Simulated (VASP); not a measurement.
# Si3B2 (P-3m1) in VASP: notebook

The runs below take Si3B2 through single point, relaxation of cell and atoms, with PBE.

Everything below comes from runs of VASP 6.6.1. Logs are shortened: lines on timing, memory, paths and dates and some standing lists are left out, and cuts for length are marked.

## Step 1: The cell of the first run

Symmetry: P-3m1, No. 164, trigonal system. Conventional cell: a = 3.378 Å, b = 3.378 Å, c = 6.158 Å, α = 90.00°, β = 90.00°, γ = 120.00°. Within 3.4 Å of Si (site symmetry -3m) lie 6 B at 2.52 Å and 12 Si at 2.88 to 3.38 Å. Within 2.9 Å of Si (site symmetry 3m) lie 4 B at 2.02 to 2.44 Å and 6 Si at 2.74 to 2.88 Å. B (site symmetry 3m) has 7 Si at 2.02 to 2.52 Å within 2.7 Å.

## Step 2: Single point, PBE

File INCAR:

```
SYSTEM = Si3B2
PREC = Accurate ; ENCUT = 520
EDIFF = 1E-6 ; ISMEAR = 0
SIGMA = 0.1 ; LREAL = .FALSE.
LASPH = .TRUE. ; NELM = 60
ALGO = Normal ; ISIF = 2
LWAVE = .FALSE. ; LCHARG = .FALSE.
GGA = PE ; NBANDS = 17
```

File KPOINTS:

```
Automatic mesh
0
G
  12 12 8
  0 0 0
```

File POSCAR:

```
Si3B2
1.0
    3.3776304728      0.0000000000      0.0000000000
   -1.6888152364      2.9251137940      0.0000000000
    0.0000000000      0.0000000000      6.1584066513
Si B
3 2
Direct
    0.0000000000      0.0000000000      0.0000000000
    0.3333333333      0.6666666667      0.6564988426
    0.6666666667      0.3333333333      0.3435011574
    0.3333333333      0.6666666667      0.2596268466
    0.6666666667      0.3333333333      0.7403731534
```

Potentials or basis: VASP PAW PBE potentials, release 64 (Si, B).

Run with:

```sh
$ cat potpaw_PBE.64/Si/POTCAR potpaw_PBE.64/B/POTCAR > POTCAR
$ mpirun -np 1 vasp_std > vasp.out
```

OUTCAR:

```text
SYSTEM = Si3B2
   PREC = Accurate
   ENCUT = 520
   EDIFF = 1E-6
   ISMEAR = 0
   LREAL = .FALSE.
   LASPH = .TRUE.
   NELM = 60
   ISIF = 2
   GGA = PE

 ion  position               nearest neighbor table
   1  0.000  0.000  0.000-   4 2.52   5 2.52   4 2.52   5 2.52   5 2.52   4 2.52   2 2.88   3 2.88
                             2 2.88   3 2.88   2 2.88   3 2.88
   2  0.333  0.667  0.656-   5 2.02   5 2.02   5 2.02   4 2.44   3 2.74   3 2.74   3 2.74   1 2.88
                             1 2.88   1 2.88
   3  0.667  0.333  0.344-   4 2.02   4 2.02   4 2.02   5 2.44   2 2.74   2 2.74   2 2.74   1 2.88
                             1 2.88   1 2.88
   4  0.333  0.667  0.260-   3 2.02   3 2.02   3 2.02   2 2.44   1 2.52   1 2.52   1 2.52
   5  0.667  0.333  0.740-   2 2.02   2 2.02   2 2.02   3 2.44   1 2.52   1 2.52   1 2.52

  LATTYP: Found a hexagonal cell.
 ALAT       =     3.3776304728
 C/A-ratio  =     1.8232920093

  Lattice vectors:

 A1 = (   3.3776304728,   0.0000000000,   0.0000000000)
 A2 = (  -1.6888152364,   2.9251137940,   0.0000000000)
 A3 = (   0.0000000000,   0.0000000000,   6.1584066513)

Analysis of symmetry for initial positions (statically):
=====================================================================
 Subroutine PRICEL returns:
 Original cell was already a primitive cell.

 Routine SETGRP: Setting up the symmetry group for a
 hexagonal supercell.

 Subroutine GETGRP returns: Found 12 space group operations
 (whereof 12 operations were pure point group operations)
 out of a pool of 24 trial point group operations.

The static configuration has the point symmetry D_3d.

Analysis of symmetry for dynamics (positions and initial velocities):
=====================================================================
 Subroutine PRICEL returns:
 Original cell was already a primitive cell.

 Routine SETGRP: Setting up the symmetry group for a
 hexagonal supercell.

 Subroutine GETGRP returns: Found 12 space group operations
 (whereof 12 operations were pure point group operations)
 out of a pool of 24 trial point group operations.

The dynamic configuration has the point symmetry D_3d.

 Subroutine INISYM returns: Found 12 space group operations
 (whereof 12 operations are pure point group operations),
 and found     1 'primitive' translations

----------------------------------------------------------------------------------------

                                     Primitive cell

  volume of cell :      60.8448

  direct lattice vectors                    reciprocal lattice vectors
     3.377630473  0.000000000  0.000000000     0.296065543  0.170933521  0.000000000
    -1.688815236  2.925113794  0.000000000     0.000000000  0.341867042  0.000000000
     0.000000000  0.000000000  6.158406651     0.000000000  0.000000000  0.162379664

  length of vectors
     3.377630473  3.377630473  6.158406651     0.341867042  0.341867042  0.162379664

  position of ions in fractional coordinates (direct lattice)
     0.000000000  0.000000000  0.000000000
     0.333333333  0.666666667  0.656498843
     0.666666667  0.333333333  0.343501157
     0.333333333  0.666666667  0.259626847
     0.666666667  0.333333333  0.740373153

  ion indices of the primitive-cell ions
   primitive index   ion index
                 1           1
                 2           2
                 3           3
                 4           4
                 5           5

----------------------------------------------------------------------------------------

 KPOINTS: Automatic mesh

Automatic generation of k-mesh.
 Grid dimensions read from file:
 generate k-points for:   12   12    8

 Generating k-lattice:

  Cartesian coordinates                     Fractional coordinates (reciprocal lattice)
     0.024672129  0.014244460  0.000000000     0.083333333  0.000000000  0.000000000
     0.000000000  0.028488920  0.000000000     0.000000000  0.083333333  0.000000000
     0.000000000  0.000000000  0.020297458     0.000000000  0.000000000  0.125000000

  Length of vectors
     0.028488920  0.028488920  0.020297458

  Shift w.r.t. Gamma in fractional coordinates (k-lattice)
     0.000000000  0.000000000  0.000000000

 Subroutine IBZKPT returns following result:
 ===========================================

 Found    131 irreducible k-points:

 Following reciprocal coordinates:
            Coordinates               Weight
  0.000000  0.000000  0.000000      1.000000
  0.083333  0.000000  0.000000      6.000000
  0.166667  0.000000  0.000000      6.000000
  0.250000  0.000000  0.000000      6.000000
  0.333333 -0.000000  0.000000      6.000000
  0.416667  0.000000  0.000000      6.000000
[... 16 lines left out ...]
  0.166667  0.000000  0.125000      6.000000
  0.000000  0.166667  0.125000      6.000000
 [... further k-points ...]
   k-points           NKPTS =    131   k-points in BZ     NKDIM =    131   number of bands    NBANDS=     17
   number of dos      NEDOS =    301   number of ions     NIONS =      5
   total plane-waves  NPLWV =  37632
   dimension x,y,z NGX =    28 NGY =   28 NGZ =   48
   dimension x,y,z NGXF=    56 NGYF=   56 NGZF=   96
   ions per type =               3   2
   NGX,Y,Z   is equivalent  to a cutoff of  13.78, 13.78, 12.96 a.u.
   NGXF,Y,Z  is equivalent  to a cutoff of  27.56, 27.56, 25.92 a.u.
 SYSTEM =  Si3B2
   PREC   = accura    normal or accurate (medium, high low for compatibility)
   ISTART =      0    job   : 0-new  1-cont  2-samecut
   ICHARG =      2    charge: 1-file 2-atom 10-const
   ISPIN  =      1    spin polarized calculation?
   LNONCOLLINEAR =      F non collinear calculations
   LSORBIT =      F    spin-orbit coupling
   LASPH  =      T    aspherical Exc in radial PAW
   ENCUT  =  520.0 eV  38.22 Ry    6.18 a.u.   6.28  6.28 11.45*2*pi/ulx,y,z
   NELM   =     60;   NELMIN=  2; NELMDL= -5     # of ELM steps
   EDIFF  = 0.1E-05   stopping-criterion for ELM
   LREAL  =      F    real-space projection
   EDIFFG = 0.1E-04   stopping-criterion for IOM
   NSW    =      0    number of steps for IOM
   IBRION =     -1    ionic relax: 0-MD 1-quasi-New 2-CG
   NFREE  =      0    steps in history (QN), initial steepest desc. (CG)
   ISIF   =      2    stress and relaxation
   ISYM   =      2    0-nonsym 1-usesym 2-fastsym
   POTIM  = 0.5000    time-step for ionic-motion
   TEBEG  =    0.0;   TEEND  =   0.0 temperature during run
   PSTRESS=    0.0 pullay stress
   NELECT =      18.0000    total number of electrons
   NUPDOWN=      -1.0000    fix difference up-down
   EMIN   =  10.00;   EMAX   =-10.00  energy-range for DOS
   EFERMI =   0.00;   METHOD = LEGACY
   ISMEAR =     0;   SIGMA  =   0.10  broadening in eV -4-tet -1-fermi 0-gaus
   EFERMI_NEDOS =   21; number of points for ismear=-14 and -15
   IALGO  =     38    algorithm
   IMIX   =      4    mixing-type and parameters
     AMIX     =   0.40;   BMIX     =  1.00
     AMIX_MAG =   1.60;   BMIX_MAG =  1.00
  volume/ion in A,a.u.               =      12.17        82.12
  Fermi-wavevector in a.u.,A,eV,Ry     =   1.090832  2.061374 16.189772  1.189915
  Thomas-Fermi vector in A             =   2.227065
   LORBIT       =      0    0 simple, 1 ext, 2 COOP (PROOUT), +10 PAW based schemes
   GGA     = PE    functional components
   LHFCALC =     F    Hartree Fock is set to
   AEXX    =    0.0000 exact exchange contribution
   IVDW    =     0    specifies the selected vdW correction
   LEPSILON=     F    determine dielectric tensor
   LRPA    =     F    only Hartree local field effects (RPA)
 non-spin polarized calculation
 Gauss-broadening in eV      SIGMA  =   0.10
  energy-cutoff  :      520.00
  volume of cell :       60.84
 maximum number of plane-waves:      1678
 NGX is ok and might be reduce to    28
   NGX = 13   NGY = 13   NGZ = 23

 number of electron      18.0000000 magnetization

 Free energy of the ion-electron system (eV)
  ---------------------------------------------------
  ext. energy  EPLUGINS =         0.00000000
  ---------------------------------------------------
  free energy    TOTEN  =       -27.18257468 eV

  energy without entropy =      -27.17843642  energy(sigma->0) =      -27.18050555

 E-fermi :   8.7991     XC(G=0): -11.0367

 val. band max:        8.7432130713   @ k =   0.4167   0.0833   0.2500
 cond. band min:       8.8089643188   @ k =   0.0000   0.4167   0.3750
 fundamental gap:      0.0657512476
 Fermi energy:         8.7991185905

 k-point     1 :       0.0000    0.0000    0.0000
  band No.  band energies     occupation
      1      -5.8365      2.00000
      2      -2.7673      2.00000
      3      -1.4105      2.00000
      4       6.8971      2.00000
      5       6.8971      2.00000
      6       7.3630      2.00000
[... 9 lines left out ...]
     16      14.6134      0.00000
     17      14.6715      0.00000

 k-point     2 :       0.0833    0.0000    0.0000
  band No.  band energies     occupation
      1      -5.7277      2.00000
      2      -2.6640      2.00000
      3      -1.3017      2.00000
      4       6.0626      2.00000
      5       6.5826      2.00000
      6       7.4508      2.00000
[... 9 lines left out ...]
     16      14.2618      0.00000
     17      14.3721      0.00000

 k-point     3 :       0.1667    0.0000    0.0000
  band No.  band energies     occupation
      1      -5.4022      2.00000
      2      -2.3548      2.00000
      3      -0.9789      2.00000
      4       4.4817      2.00000
      5       5.9690      2.00000
      6       6.5354      2.00000
[... 9 lines left out ...]
     16      14.3005      0.00000
     17      14.8894      0.00000

 k-point     4 :       0.2500    0.0000    0.0000
  band No.  band energies     occupation
      1      -4.8631      2.00000
      2      -1.8423      2.00000
      3      -0.4613      2.00000
      4       2.7921      2.00000
      5       5.0975      2.00000
      6       5.3770      2.00000
[... 9 lines left out ...]
     16      15.0744      0.00000
     17      16.0090      0.00000
[... 343 lines left out ...]
      1      -5.6761      2.00000
      2      -3.0439      2.00000
      3      -0.8120      2.00000
      4       6.0337      2.00000
      5       6.6050      2.00000
      6       6.6314      2.00000
[... 9 lines left out ...]
     16      14.0489      0.00000
     17      14.5398      0.00000

 k-point    23 :       0.1667    0.0000    0.1250
  band No.  band energies     occupation
      1      -5.3511      2.00000
      2      -2.7281      2.00000
      3      -0.4965      2.00000
      4       4.5261      2.00000
      5       5.9898      2.00000
      6       6.2459      2.00000
[... 9 lines left out ...]
     16      14.6347      0.00000
     17      15.3395      0.00000

 k-point    24 :       0.0000    0.1667    0.1250
  band No.  band energies     occupation
      1      -5.3507      2.00000
      2      -2.7298      2.00000
      3      -0.4955      2.00000
      4       4.5066      2.00000
      5       6.0215      2.00000
      6       6.4161      2.00000
[... 9 lines left out ...]
     16      14.3677      0.00000
     17      14.3960      0.00000

 [... further k-points ...]
[... 5 lines left out ...]
  --------------------------------------------------------------------------------------
  -------------------------------------------------------------------------------------
  Total       -0.0211045     -0.0211045     -0.0182966      0.0000000      0.0000000      0.0000000
  in kB       -0.5557294     -0.5557294     -0.4817902      0.0000000      0.0000000      0.0000000
  external PRESSURE =      -0.5310830 kB  Pullay stress =       0.0000000 kB

 VOLUME and BASIS-vectors are now :
 -----------------------------------------------------------------------------
  energy-cutoff  :      520.00
  volume of cell :       60.84
      direct lattice vectors                 reciprocal lattice vectors
     3.377630473  0.000000000  0.000000000     0.296065543  0.170933521  0.000000000
    -1.688815236  2.925113794  0.000000000     0.000000000  0.341867042  0.000000000
     0.000000000  0.000000000  6.158406651     0.000000000  0.000000000  0.162379664

 POSITION                                       TOTAL-FORCE (eV/Angst)
 -----------------------------------------------------------------------------------
      0.00000      0.00000      0.00000        -0.000000      0.000000      0.000000
     -0.00000      1.95008      4.04299        -0.000000     -0.000000     -0.000443
      1.68882      0.97504      2.11542        -0.000000      0.000000      0.000443
     -0.00000      1.95008      1.59889        -0.000000      0.000000      0.004285
      1.68882      0.97504      4.55952         0.000000     -0.000000     -0.004285
 -----------------------------------------------------------------------------------
    total drift:                               -0.000000     -0.000000      0.000000

  FREE ENERGIE OF THE ION-ELECTRON SYSTEM (eV)
  ---------------------------------------------------
  free  energy   TOTEN  =       -27.1825746799 eV

  energy  without entropy=      -27.1784364174  energy(sigma->0) =      -27.18050555
```

It took 100 s on 1 thread of Intel Xeon Platinum 8259CL at 2.50GHz (Skylake/Cascade Lake), shared host; peak memory 0.25 GiB.

What came out:

```yaml
Free_energy: -27.1826 eV
Pressure: -0.1 GPa
Largest_force: 0.004 eV/Å
Band_gap_on_the_k_mesh: zero (bands 9 and 10 overlap by 3.56 eV)
```

Forces in eV/Å, atoms in the order of the input:
```
Si   0.000  0.000  0.000
Si   0.000  0.000  0.000
Si   0.000  0.000  0.000
B    0.000  0.000  0.004
B    0.000  0.000 -0.004
```

## Step 3: Relaxation of cell and atoms, PBE

This run uses another cell than the first one, of 11.70 Å³/atom.

File INCAR:

```
ALGO = Normal ; EDIFF = 1E-6
EDIFFG = -0.01 ; ENCUT = 600
GGA = PE ; IBRION = 2
ISIF = 3 ; ISMEAR = 0
LASPH = T ; LCHARG = F
LREAL = F ; LWAVE = F
NELM = 100 ; NSW = 100
PREC = Accurate ; SIGMA = 0.1
```

File KPOINTS:

```
k-points
0
Gamma
  12 12 8
```

File POSCAR:

```
Si3B2
1.0
    3.4747017699      0.0000000000      0.0000000000
   -1.7373508850      3.0091800033      0.0000000000
    0.0000000000      0.0000000000      5.5957508014
Si B
3 2
Direct
    0.0000000000      0.0000000000      0.0000000000
    0.3333333333      0.6666666667      0.6552939030
    0.6666666667      0.3333333333      0.3447060970
    0.3333333333      0.6666666667      0.2573956465
    0.6666666667      0.3333333333      0.7426043535
```

Potentials or basis: VASP PAW PBE potentials, release 64 (Si, B).

Run with:

```sh
$ cat potpaw_PBE.64/Si/POTCAR potpaw_PBE.64/B/POTCAR > POTCAR
$ mpirun -np 1 vasp_std > vasp.out
```

Run time: 22 min. Hardware: 1 thread of Intel Xeon Platinum 8259CL at 2.50GHz (Skylake/Cascade Lake), shared host; peak memory 0.27 GiB.

It converged, with:

```
Free energy                           : -27.1838 eV
Relaxed volume                        : 12.16 Å³/atom
Relaxed cell                          : a = 3.377 Å, b = 3.377 Å, c = 6.153 Å, α = 90.00°, β = 90.00°, γ = 120.00°
Space group after relaxing (to 0.1 Å) : P-3m1 (No. 164)
Energy gained by relaxing             : 16.8 meV/atom
Ionic steps                           : 25
Pressure after relaxing               : 0.0 GPa
Largest force after relaxing          : 0.008 eV/Å
Band gap on the k mesh                : zero (bands 9 and 10 overlap by 3.55 eV)
```

Forces on the atoms (eV/Å):
```
Si   0.000  0.000  0.000
Si   0.000  0.000 -0.005
Si   0.000  0.000  0.005
B    0.000  0.000  0.008
B    0.000  0.000 -0.008
```

The path:
| step | energy change (eV) | largest force (eV/Å) | pressure (GPa) | volume (Å³) |
| --- | --- | --- | --- | --- |
| 1 | 0.0000 | 0.1024 | 0.03 | 58.51 |
| 2 | -0.0066 | 0.0414 | 0.25 | 58.53 |
| 3 | -0.0178 | 0.0891 | 0.93 | 58.56 |
| 4 | -0.0457 | 0.2080 | 2.39 | 58.54 |
| 5 | 0.0203 | 0.2934 | 5.88 | 58.26 |
| 6 | -0.0464 | 0.2441 | 2.87 | 58.52 |
| 7 | -0.0499 | 0.2322 | 2.66 | 58.67 |
| 8 | -0.0583 | 0.1917 | 2.03 | 59.10 |
| 9 | -0.0579 | 0.1765 | 0.82 | 59.95 |
| 10 | -0.0609 | 0.1727 | 1.35 | 59.57 |
| 11 | -0.0610 | 0.1707 | 1.47 | 59.48 |
| 12 | -0.0631 | 0.1771 | 1.19 | 59.58 |
| 13 | -0.0671 | 0.1930 | 0.36 | 59.87 |
| 14 | -0.0658 | 0.2167 | -1.22 | 60.46 |
| 15 | -0.0680 | 0.2035 | -0.31 | 60.11 |
| 16 | -0.0703 | 0.1881 | -0.27 | 60.13 |
| 17 | -0.0759 | 0.1412 | -0.15 | 60.17 |
| 18 | -0.0813 | 0.0704 | 0.13 | 60.25 |
| 19 | -0.0814 | 0.0841 | 0.18 | 60.26 |
| 20 | -0.0826 | 0.0620 | 0.15 | 60.39 |
| 21 | -0.0839 | 0.0159 | 0.11 | 60.65 |
| 22 | -0.0839 | 0.0142 | 0.11 | 60.71 |
| 23 | -0.0840 | 0.0185 | -0.17 | 60.85 |
| 24 | -0.0840 | 0.0172 | -0.09 | 60.81 |
| 25 | -0.0841 | 0.0081 | 0.00 | 60.78 |

Final structure:
```
Si B
1.0
     3.37723    0.00000    0.00000
    -1.68862    2.92477    0.00000
     0.00000    0.00000    6.15323
Si B
3 2
Direct
  0.00000 0.00000 0.00000
  0.33333 0.66667 0.65655
  0.66667 0.33333 0.34345
  0.33333 0.66667 0.25922
  0.66667 0.33333 0.74078
```

Levels at points of the mesh, in eV from the Fermi level:
```
           k point  band 6  band 7  band 8  band 9  band 10  band 11  band 12  band 13
(0.00, 0.00, 0.00)   -1.43   -0.62   -0.62    0.15     1.89     1.89     2.70     4.33
(0.50, 0.00, 0.00)   -6.14   -4.27   -2.35   -0.33     1.13     1.46     1.80     3.12
(0.00, 0.00, 0.50)   -1.73   -0.83   -0.83    1.94     1.94     2.44     3.20     3.20
(0.50, 0.00, 0.50)   -3.48   -3.31   -3.26   -2.57    -1.61     0.80     1.00     3.80
```

The gap in the log of VASP goes by the Fermi energy; the results here count the filled bands.